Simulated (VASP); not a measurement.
# ZnO (R-3m) in VASP: further runs

ZnO is run at these levels: PBE; tasks: single point.

Program: VASP 6.6.1. These are calculated values, not measurements. Logs are shortened: lines on timing, memory, paths and dates and some standing lists are left out, and cuts for length are marked.

## 1. The cell of the first run

It takes space group R-3m (No. 166, trigonal). The conventional cell has a = 2.902 Å, b = 2.902 Å, c = 7.624 Å, α = 90.00°, β = 90.00°, γ = 120.00°. Within 2.8 Å of Zn (site symmetry -3m) lie 6 O at 2.10 Å. Within 2.8 Å of O (site symmetry -3m) lie 6 Zn at 2.10 Å.

## 2. Single point, PBE (epitaxial 111 strain -3.8%)

INCAR

```
PREC = Accurate
ENCUT = 520
EDIFF = 1E-6
ISMEAR = -1
SIGMA = 0.02
LREAL = False
LASPH = True
NELM = 60
ALGO = Normal
ISIF = 2
LWAVE = False
LCHARG = False
GGA = PE
NBANDS = 16
```

KPOINTS

```
Automatic mesh
0
Gamma
  10 10 10
```

POSCAR

```
ZnO
1.0
    0.0991186987      2.1511656889      2.1511656889
    2.1511656889      0.0991186987      2.1511656889
    2.1511656889      2.1511656889      0.0991186987
Zn O
1 1
Direct
    0.0000000000      0.0000000000      0.0000000000
    0.5000000000      0.5000000000      0.5000000000
```

Potentials or basis: VASP PAW PBE potentials, release 64 (Zn, O).

On the command line:

```console
cat potpaw_PBE.64/Zn/POTCAR potpaw_PBE.64/O/POTCAR > POTCAR
mpirun -np 1 vasp_std > vasp.out
```

OUTCAR:

```text
PREC = Accurate
   ENCUT = 520
   EDIFF = 1E-6
   ISMEAR = -1
   LREAL = False
   LASPH = True
   NELM = 60
   ISIF = 2
   GGA = PE

 ion  position               nearest neighbor table
   1  0.000  0.000  0.000-   2 2.10   2 2.10   2 2.10   2 2.10   2 2.10   2 2.10
   2  0.500  0.500  0.500-   1 2.10   1 2.10   1 2.10   1 2.10   1 2.10   1 2.10

  LATTYP: Found a trigonal (rhomboedric) cell.
 ALAT       =     3.0438219657
 COS(alpha) =     0.5454976747

  Lattice vectors:

 A1 = (   0.0991186987,   2.1511656889,   2.1511656889)
 A2 = (   2.1511656889,   0.0991186987,   2.1511656889)
 A3 = (   2.1511656889,   2.1511656889,   0.0991186987)

Analysis of symmetry for initial positions (statically):
=====================================================================
 Subroutine PRICEL returns:
 Original cell was already a primitive cell.

 Routine SETGRP: Setting up the symmetry group for a
 trigonal (rhombohedral) supercell.

 Subroutine GETGRP returns: Found 12 space group operations
 (whereof 12 operations were pure point group operations)
 out of a pool of 12 trial point group operations.

The static configuration has the point symmetry D_3d.

Analysis of symmetry for dynamics (positions and initial velocities):
=====================================================================
 Subroutine PRICEL returns:
 Original cell was already a primitive cell.

 Routine SETGRP: Setting up the symmetry group for a
 trigonal (rhombohedral) supercell.

 Subroutine GETGRP returns: Found 12 space group operations
 (whereof 12 operations were pure point group operations)
 out of a pool of 12 trial point group operations.

The dynamic configuration has the point symmetry D_3d.

 Subroutine INISYM returns: Found 12 space group operations
 (whereof 12 operations are pure point group operations),
 and found     1 'primitive' translations

----------------------------------------------------------------------------------------

                                     Primitive cell

  volume of cell :      18.5341

  direct lattice vectors                    reciprocal lattice vectors
     0.099118699  2.151165689  2.151165689    -0.249146233  0.238172042  0.238172042
     2.151165689  0.099118699  2.151165689     0.238172042 -0.249146233  0.238172042
[... 75 lines left out ...]
 SYSTEM =  unknown system
   PREC   = accura    normal or accurate (medium, high low for compatibility)
   ISTART =      0    job   : 0-new  1-cont  2-samecut
   ICHARG =      2    charge: 1-file 2-atom 10-const
   ISPIN  =      1    spin polarized calculation?
   LNONCOLLINEAR =      F non collinear calculations
   LSORBIT =      F    spin-orbit coupling
   LASPH  =      T    aspherical Exc in radial PAW
   ENCUT  =  520.0 eV  38.22 Ry    6.18 a.u.   5.66  5.66  5.66*2*pi/ulx,y,z
   NELM   =     60;   NELMIN=  2; NELMDL= -5     # of ELM steps
   EDIFF  = 0.1E-05   stopping-criterion for ELM
   LREAL  =      F    real-space projection
   EDIFFG = 0.1E-04   stopping-criterion for IOM
   NSW    =      0    number of steps for IOM
   IBRION =     -1    ionic relax: 0-MD 1-quasi-New 2-CG
   NFREE  =      0    steps in history (QN), initial steepest desc. (CG)
   ISIF   =      2    stress and relaxation
   ISYM   =      2    0-nonsym 1-usesym 2-fastsym
   POTIM  = 0.5000    time-step for ionic-motion
   TEBEG  =    0.0;   TEEND  =   0.0 temperature during run
   PSTRESS=    0.0 pullay stress
   NELECT =      18.0000    total number of electrons
   NUPDOWN=      -1.0000    fix difference up-down
   EMIN   =  10.00;   EMAX   =-10.00  energy-range for DOS
   EFERMI =   0.00;   METHOD = LEGACY
   ISMEAR =    -1;   SIGMA  =   0.02  broadening in eV -4-tet -1-fermi 0-gaus
   EFERMI_NEDOS =   21; number of points for ismear=-14 and -15
   IALGO  =     38    algorithm
   IMIX   =      4    mixing-type and parameters
     AMIX     =   0.40;   BMIX     =  1.00
     AMIX_MAG =   1.60;   BMIX_MAG =  1.00
  volume/ion in A,a.u.               =       9.27        62.54
  Fermi-wavevector in a.u.,A,eV,Ry     =   1.621221  3.063663 35.760973  2.628357
  Thomas-Fermi vector in A             =   2.715032
   LORBIT       =      0    0 simple, 1 ext, 2 COOP (PROOUT), +10 PAW based schemes
   GGA     = PE    functional components
   LHFCALC =     F    Hartree Fock is set to
   AEXX    =    0.0000 exact exchange contribution
   IVDW    =     0    specifies the selected vdW correction
   LEPSILON=     F    determine dielectric tensor
   LRPA    =     F    only Hartree local field effects (RPA)
 non-spin polarized calculation
  energy-cutoff  :      520.00
  volume of cell :       18.53
 maximum number of plane-waves:       519
   NGX = 11   NGY = 11   NGZ = 11

 number of electron      18.0000001 magnetization

 Free energy of the ion-electron system (eV)
  ---------------------------------------------------
  ext. energy  EPLUGINS =         0.00000000
  ---------------------------------------------------
  free energy    TOTEN  =        -8.49022160 eV

  energy without entropy =       -8.49022160  energy(sigma->0) =       -8.49022160

 E-fermi :   3.8767     XC(G=0): -12.6198

 val. band max:        3.3959005894   @ k =   0.5000   0.5000   0.5000
 cond. band min:       4.4277467987   @ k =   0.0000   0.0000   0.0000
 fundamental gap:      1.0318462093
 Fermi energy:         3.8766869483

 k-point     1 :       0.0000    0.0000    0.0000
  band No.  band energies     occupation
      1     -15.7858      2.00000
      2      -1.7480      2.00000
      3      -1.6557      2.00000
      4      -1.6557      2.00000
      5      -1.3960      2.00000
      6      -1.3960      2.00000
[... 433 lines left out ...]
      3      -2.1279      2.00000
      4      -1.7251      2.00000
      5      -1.3812      2.00000
      6      -1.1549      2.00000
[... 8 lines left out ...]
     15      31.3419      0.00000
     16      31.6562      0.00000

 [... further k-points ...]
[... 5 lines left out ...]
  --------------------------------------------------------------------------------------
  -------------------------------------------------------------------------------------
  Total        2.2688333      2.2688333      2.2688333     -0.4896880     -0.4896880     -0.4896880
  in kB      196.1294422    196.1294422    196.1294422    -42.3311118    -42.3311118    -42.3311118
  external PRESSURE =     196.1294422 kB  Pullay stress =       0.0000000 kB

 VOLUME and BASIS-vectors are now :
 -----------------------------------------------------------------------------
  energy-cutoff  :      520.00
  volume of cell :       18.53
      direct lattice vectors                 reciprocal lattice vectors
     0.099118699  2.151165689  2.151165689    -0.249146233  0.238172042  0.238172042
     2.151165689  0.099118699  2.151165689     0.238172042 -0.249146233  0.238172042
     2.151165689  2.151165689  0.099118699     0.238172042  0.238172042 -0.249146233

 POSITION                                       TOTAL-FORCE (eV/Angst)
 -----------------------------------------------------------------------------------
      0.00000      0.00000      0.00000         0.000000     -0.000000      0.000000
      2.20073      2.20073      2.20073        -0.000000      0.000000     -0.000000
 -----------------------------------------------------------------------------------
    total drift:                                0.000000     -0.000000     -0.000000

  FREE ENERGIE OF THE ION-ELECTRON SYSTEM (eV)
  ---------------------------------------------------
  free  energy   TOTEN  =        -8.4902216044 eV

  energy  without entropy=       -8.4902216044  energy(sigma->0) =       -8.49022160
```

It took 16 s on 1 thread of Intel Xeon Platinum 8488C (Sapphire Rapids), shared host; peak memory 0.16 GiB.

Results:

```
Free energy            : -8.4902 eV
Pressure               : 19.6 GPa
Band gap on the k mesh : 1.03 eV, indirect (least direct gap 2.45 eV)
```

Caveat: the cell differs from its parent crystal (epitaxial 111 strain -3.8%).

## 3. Single point, PBE (strain along [111] +5.0%)

INCAR

```
SYSTEM = ZnO
PREC = Accurate
ENCUT = 520
EDIFF = 1E-7
ISMEAR = -1
SIGMA = 0.02
LREAL = .False.
LASPH = .True.
NELM = 60
ALGO = Normal
ISIF = 2
LWAVE = .False.
LCHARG = .False.
GGA = PE
NBANDS = 16
```

KPOINTS

```
Automatic mesh
0
Gamma
  10 10 10
  0 0 0
```

POSCAR

```
ZnO
1.0
    0.0708411772      2.2046115735      2.2046115735
    2.2046115735      0.0708411772      2.2046115735
    2.2046115735      2.2046115735      0.0708411772
Zn O
1 1
Direct
    0.0000000000      0.0000000000      0.0000000000
    0.5000000000      0.5000000000      0.5000000000
```

Potentials or basis: VASP PAW PBE potentials, release 64 (Zn, O).

On the command line:

```console
cat potpaw_PBE.64/Zn/POTCAR potpaw_PBE.64/O/POTCAR > POTCAR
mpirun -np 1 vasp_std > vasp.out
```

OUTCAR:

```text
SYSTEM = ZnO
   PREC = Accurate
   ENCUT = 520
   EDIFF = 1E-7
   ISMEAR = -1
   LREAL = .False.
   LASPH = .True.
   NELM = 60
   ISIF = 2
   GGA = PE

 ion  position               nearest neighbor table
   1  0.000  0.000  0.000-   2 2.17   2 2.17   2 2.17   2 2.17   2 2.17   2 2.17
   2  0.500  0.500  0.500-   1 2.17   1 2.17   1 2.17   1 2.17   1 2.17   1 2.17

  LATTYP: Found a trigonal (rhomboedric) cell.
 ALAT       =     3.1185962952
 COS(alpha) =     0.5318585955

  Lattice vectors:

 A1 = (   0.0708411772,   2.2046115735,   2.2046115735)
 A2 = (   2.2046115735,   0.0708411772,   2.2046115735)
 A3 = (   2.2046115735,   2.2046115735,   0.0708411772)

Analysis of symmetry for initial positions (statically):
=====================================================================
 Subroutine PRICEL returns:
 Original cell was already a primitive cell.

 Routine SETGRP: Setting up the symmetry group for a
 trigonal (rhombohedral) supercell.

 Subroutine GETGRP returns: Found 12 space group operations
 (whereof 12 operations were pure point group operations)
 out of a pool of 12 trial point group operations.

The static configuration has the point symmetry D_3d.

Analysis of symmetry for dynamics (positions and initial velocities):
=====================================================================
 Subroutine PRICEL returns:
 Original cell was already a primitive cell.

 Routine SETGRP: Setting up the symmetry group for a
 trigonal (rhombohedral) supercell.

 Subroutine GETGRP returns: Found 12 space group operations
 (whereof 12 operations were pure point group operations)
 out of a pool of 12 trial point group operations.

The dynamic configuration has the point symmetry D_3d.

 Subroutine INISYM returns: Found 12 space group operations
 (whereof 12 operations are pure point group operations),
 and found     1 'primitive' translations

[... 105 lines left out ...]
   NELECT =      18.0000    total number of electrons
   NUPDOWN=      -1.0000    fix difference up-down
   EMIN   =  10.00;   EMAX   =-10.00  energy-range for DOS
   EFERMI =   0.00;   METHOD = LEGACY
   ISMEAR =    -1;   SIGMA  =   0.02  broadening in eV -4-tet -1-fermi 0-gaus
   EFERMI_NEDOS =   21; number of points for ismear=-14 and -15
   IALGO  =     38    algorithm
   IMIX   =      4    mixing-type and parameters
     AMIX     =   0.40;   BMIX     =  1.00
     AMIX_MAG =   1.60;   BMIX_MAG =  1.00
  volume/ion in A,a.u.               =      10.20        68.82
  Fermi-wavevector in a.u.,A,eV,Ry     =   1.570263  2.967367 33.548247  2.465727
  Thomas-Fermi vector in A             =   2.672023
   LORBIT       =      0    0 simple, 1 ext, 2 COOP (PROOUT), +10 PAW based schemes
   GGA     = PE    functional components
   LHFCALC =     F    Hartree Fock is set to
   AEXX    =    0.0000 exact exchange contribution
   IVDW    =     0    specifies the selected vdW correction
   LEPSILON=     F    determine dielectric tensor
   LRPA    =     F    only Hartree local field effects (RPA)
 non-spin polarized calculation
  energy-cutoff  :      520.00
  volume of cell :       20.40
 maximum number of plane-waves:       568
   NGX = 11   NGY = 11   NGZ = 11

 number of electron      18.0000004 magnetization

 Free energy of the ion-electron system (eV)
  ---------------------------------------------------
  ext. energy  EPLUGINS =         0.00000000
  ---------------------------------------------------
  free energy    TOTEN  =        -8.61531504 eV

  energy without entropy =       -8.61531504  energy(sigma->0) =       -8.61531504

 E-fermi :   2.7035     XC(G=0): -12.0712

 val. band max:        2.3780519238   @ k =   0.5000   0.5000   0.5000
 cond. band min:       3.0030930814   @ k =   0.0000   0.0000   0.0000
 fundamental gap:      0.6250411576
 Fermi energy:         2.7034969979

 k-point     1 :       0.0000    0.0000    0.0000
  band No.  band energies     occupation
      1     -15.9007      2.00000
      2      -2.5222      2.00000
      3      -2.4732      2.00000
      4      -2.4732      2.00000
      5      -2.2711      2.00000
      6      -2.2711      2.00000
[... 433 lines left out ...]
      3      -2.8267      2.00000
      4      -2.4532      2.00000
      5      -2.2291      2.00000
      6      -2.0667      2.00000
[... 8 lines left out ...]
     15      29.1746      0.00000
     16      29.2515      0.00000

 [... further k-points ...]
[... 5 lines left out ...]
  --------------------------------------------------------------------------------------
  -------------------------------------------------------------------------------------
  Total        0.0025856      0.0025856      0.0025856     -0.3579661     -0.3579661     -0.3579661
  in kB        0.2030879      0.2030879      0.2030879    -28.1172536    -28.1172536    -28.1172536
  external PRESSURE =       0.2030879 kB  Pullay stress =       0.0000000 kB

 VOLUME and BASIS-vectors are now :
 -----------------------------------------------------------------------------
  energy-cutoff  :      520.00
  volume of cell :       20.40
      direct lattice vectors                 reciprocal lattice vectors
     0.070841177  2.204611573  2.204611573    -0.238032297  0.230621689  0.230621689
     2.204611573  0.070841177  2.204611573     0.230621689 -0.238032297  0.230621689
     2.204611573  2.204611573  0.070841177     0.230621689  0.230621689 -0.238032297

 POSITION                                       TOTAL-FORCE (eV/Angst)
 -----------------------------------------------------------------------------------
      0.00000      0.00000      0.00000         0.000000      0.000000      0.000000
      2.24003      2.24003      2.24003        -0.000000     -0.000000     -0.000000
 -----------------------------------------------------------------------------------
    total drift:                                0.000000     -0.000000     -0.000000

  FREE ENERGIE OF THE ION-ELECTRON SYSTEM (eV)
  ---------------------------------------------------
  free  energy   TOTEN  =        -8.6153150378 eV

  energy  without entropy=       -8.6153150374  energy(sigma->0) =       -8.61531504
```

OSZICAR:

```text
N       E                     dE             d eps       ncg     rms          rms(c)
DAV:   1     0.897261421545E+02    0.89726E+02   -0.96764E+03  3880   0.170E+03
DAV:   2    -0.570568975388E+01   -0.95432E+02   -0.86423E+02  4168   0.291E+02
DAV:   3    -0.101004125433E+02   -0.43947E+01   -0.43784E+01  4336   0.637E+01
DAV:   4    -0.101198453350E+02   -0.19433E-01   -0.19432E-01  4560   0.425E+00
DAV:   5    -0.101199060323E+02   -0.60697E-04   -0.60697E-04  4416   0.224E-01    0.895E+00
DAV:   6    -0.864133432671E+01    0.14786E+01   -0.28624E+00  5640   0.517E+01    0.598E+00
DAV:   7    -0.863226745377E+01    0.90669E-02   -0.51680E-01  4360   0.115E+01    0.327E+00
DAV:   8    -0.861795705548E+01    0.14310E-01   -0.70591E-02  3984   0.245E+00    0.533E-01
DAV:   9    -0.861519116146E+01    0.27659E-02   -0.59814E-03  5544   0.135E+00    0.874E-02
DAV:  10    -0.861528768216E+01   -0.96521E-04   -0.10724E-03  3848   0.283E-01    0.434E-02
DAV:  11    -0.861531563289E+01   -0.27951E-04   -0.31933E-05  4368   0.765E-02    0.699E-03
DAV:  12    -0.861531549330E+01    0.13959E-06   -0.15873E-06  5008   0.189E-02    0.570E-03
DAV:  13    -0.861531505871E+01    0.43458E-06   -0.98695E-07  5200   0.185E-02    0.510E-04
DAV:  14    -0.861531503779E+01    0.20926E-07   -0.83851E-08  2368   0.317E-03
   1 F= -.86153150E+01 E0= -.86153150E+01  d E =-.411437E-09
```

Run time: 20 s. Hardware: 1 thread of Intel Xeon Platinum 8488C (Sapphire Rapids), shared host; peak memory 0.16 GiB.

Results:

```yaml
Free_energy: -8.6153 eV
Pressure: 0.0 GPa
Band_gap_on_the_k_mesh: 0.62 eV, indirect (least direct gap 1.76 eV)
```

Caveat: the cell differs from its parent crystal (strain along [111] +5.0%).
